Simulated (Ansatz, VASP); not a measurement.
Two plane-wave programs on TePb

```
Te Pb
1.0
     0.00000    3.19042    3.19042
     3.19042    0.00000    3.19042
     3.19042    3.19042    0.00000
Te Pb
1 1
Direct
  0.00000 0.00000 0.00000
  0.50000 0.50000 0.50000
```

Alike in both runs: task relaxation of cell and atoms; functional LDA; k mesh 10 × 10 × 10; occupations gaussian, width 0.02 eV; no spin polarisation.

```csv
,VASP,Ansatz
version,VASP 6.6.1,Ansatz 0.2.0
potentials or method,"VASP PAW LDA potentials, release 64 (Te, Pb_d), cutoff 500 eV","scalar-relativistic, plane waves, PAW"
valence electrons in the cell,20,30
```

Ansatz gave:

| Property | Result |
| --- | --- |
| gap on the k mesh at the Fermi level, each at its own relaxed structure (eV) | 0.57 |
| relaxed volume (Å³/atom) | 32.45 |
| relaxed cell length with the largest relative difference (Å) | 4.511 |

Question: What did VASP give for the same quantities?

Answer: gap on the k mesh at the Fermi level, each at its own relaxed structure (eV): 0.56; relaxed volume (Å³/atom): 32.51; relaxed cell length with the largest relative difference (Å): 4.514.

LDA's correlation is that of Perdew and Zunger in VASP and of Perdew and Wang (1992) in Ansatz. VASP's potentials hold 20 valence electrons a cell and Ansatz's 30, so a difference there can come from the potentials and not from the codes.

Spin-orbit coupling is off throughout.
